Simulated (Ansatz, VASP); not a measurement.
Mg3Zn2O5: VASP beside Ansatz

The input INCAR:

```
SYSTEM = Mg3Zn2O5
PREC = Accurate
ENCUT = 600
EDIFF = 1E-6
ISMEAR = 0
SIGMA = 0.1
LREAL = .False.
LASPH = .True.
NELM = 100
ALGO = Normal
ISIF = 3
LWAVE = .False.
LCHARG = .False.
GGA = PE
IBRION = 2
NSW = 80
EDIFFG = -0.025
```

Contents of KPOINTS:

```
regular mesh
0
Gamma
  4 4 4
  0 0 0
```

POSCAR

```
Mg3Zn2O5
1.0
    0.0222999845     -2.9941009667     -0.0152372814
    2.9809794432     -0.0222999845      0.0163518372
   -1.4437982399      1.5620994231     10.6070712680
Mg Zn O
3 2 5
Direct
    0.8543630045      0.9522718788      0.8200700915
    0.4808463290      0.5504269826     -0.0175201885
    0.2046595151      0.0474598928      0.2138901525
    0.7309095047      0.6839943741      0.4134246422
    0.3086217168      0.3621063871      0.6086579424
    0.7975250840      0.7558880121      0.6061075332
    0.3748554479      0.3618002201      0.8009473901
   -0.0360961784     -0.0344515963     -0.0123433787
    0.6174876724      0.6236868516      0.1816960304
    0.1668279042      0.1968169971      0.3850697850
```

Input for Ansatz:

```yaml
crystal:
  lattice:
    - [0.0222999845, -2.9941009667, -0.0152372814]
    - [2.9809794432, -0.0222999845, 0.0163518372]
    - [-1.4437982399, 1.5620994231, 10.607071268]
  atoms:
    - { symbol: Mg, position: [0.8543630045, 0.9522718788, 0.8200700915] }
    - { symbol: Mg, position: [0.480846329, 0.5504269826, -0.0175201885] }
    - { symbol: Mg, position: [0.2046595151, 0.0474598928, 0.2138901525] }
    - { symbol: Zn, position: [0.7309095047, 0.6839943741, 0.4134246422] }
    - { symbol: Zn, position: [0.3086217168, 0.3621063871, 0.6086579424] }
    - { symbol: O, position: [0.797525084, 0.7558880121, 0.6061075332] }
    - { symbol: O, position: [0.3748554479, 0.3618002201, 0.8009473901] }
    - { symbol: O, position: [-0.0360961784, -0.0344515963, -0.0123433787] }
    - { symbol: O, position: [0.6174876724, 0.6236868516, 0.1816960304] }
    - { symbol: O, position: [0.1668279042, 0.1968169971, 0.385069785] }
basis:
  ecutwfc: 420
kpoints:
  mp_grid: { grid: [4, 4, 4] }
hamiltonian:
  xc: pbe
scf:
  occupations: { method: gaussian, width: 0.1 }
  lower_state_search: "off"
output:
  forces: true
  stress: true
  eigenvalues: true
relax:
  adjacent_minimum: "off"
  f_tol: 0.025
  max_steps: 60
  cell: { stress_tol: 0.25 }
```

Change from the starting cell: cell x1, atoms moved at random (sigma 0.15 Å) and cell strained at random (1.5 %), then relaxed without symmetry.

Alike in both runs: task relaxation of cell and atoms; functional PBE; k mesh 4 × 4 × 4; occupations gaussian, width 0.1 eV; no spin polarisation.

```csv
,VASP,Ansatz
version,VASP 6.6.1,Ansatz 0.2.0
potentials or method,"VASP PAW PBE potentials, release 64 (Mg, Zn, O), cutoff 600 eV","scalar-relativistic, plane waves, PAW"
valence electrons in the cell,60,84
```

|  | VASP | Ansatz | Ansatz less VASP |
| --- | --- | --- | --- |
| gap on the k mesh at the Fermi level, each at its own relaxed structure (eV) | 2.04 | 2.07 | +0.025 |
| relaxed volume (Å³/atom) | 9.83 | 9.85 | +0.019 |
| relaxed length of the cell vector where the two differ most in proportion (Å) | 3.031 | 3.034 | +0.0025 |

VASP's potentials hold 60 valence electrons a cell and Ansatz's 84, so a difference there can come from the potentials and not from the codes.

The k mesh is coarse, so the values compare programs but aren't converged.
